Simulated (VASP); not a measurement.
The system is Te.

```xyz
3
Lattice="4.5303 0.0000 0.0000 -2.2651 3.9233 0.0000 0.0000 0.0000 5.9374" Properties=species:S:1:pos:R:3 pbc="T T T"
Te   -1.0492    3.9233    1.9791
Te   -0.6080    1.0530    3.9583
Te    1.6572    2.8703    0.0000
```

Base run:

```yaml
Program: VASP 6.6.1
Functional: PBE
Potentials_or_basis: VASP PAW PBE potentials, release 64 (Te)
Cutoff: 520 eV
k_mesh: 5 × 5 × 4
Occupations: fermi-dirac, width 0.05 eV
Spin: no spin polarisation
```

Its results: band gap on the k mesh 0.50 eV, indirect (least direct gap 0.77 eV); pressure 0.0 GPa; largest force 0.021 eV/Å.

After a change of settings the same cell gave: band gap on the k mesh 0.24 eV, direct; pressure 0.4 GPa; largest force 0.246 eV/Å. Which change was it?
A. k mesh from 5 × 5 × 4 to 3 × 3 × 2
B. k mesh from 5 × 5 × 4 to 2 × 2 × 1
C. k mesh from 5 × 5 × 4 to 2 × 2 × 2
D. k mesh from 5 × 5 × 4 to 4 × 4 × 3

A.

Caveats: some runs use coarse meshes; spin-orbit coupling is left out, which moves the levels of the heavy elements.
